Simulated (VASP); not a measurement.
The system is Sb.

```
CELL_PARAMETERS angstrom
2.12509 1.22692 3.70721
-2.12509 1.22692 3.70721
0.00000 -2.45384 3.70721
ATOMIC_POSITIONS crystal
Sb 0.76651 0.76651 0.76651
Sb 0.23349 0.23349 0.23349
```

Base run:

```yaml
Program: VASP 6.6.1
Functional: PBE
Potentials_or_basis: VASP PAW PBE potentials, release 64 (Sb)
Cutoff: 520 eV
k_mesh: 8 × 8 × 8
Occupations: fermi-dirac, width 0.05 eV
Spin: no spin polarisation
```

Its results: band gap on the k mesh zero (bands 5 and 6 overlap by 0.29 eV); pressure 5.6 GPa; largest force 0.440 eV/Å.

The run is repeated on the same cell with these changes: functional from PBE to B3LYP5; k mesh from 8 × 8 × 8 to 4 × 4 × 4. What comes out?

Band gap on the k mesh 0.78 eV (least direct gap 0.94 eV); pressure 7.4 GPa; largest force 0.149 eV/Å.

Several settings changed at once.

Caveats: some runs use coarse meshes; spin-orbit coupling is left out, which moves the levels of the heavy elements; the cell stands under pressure (at least some runs); the PAW data sets were made with another functional, which shifts forces and pressure a little (at least some runs).

A k mesh can miss the band edges.
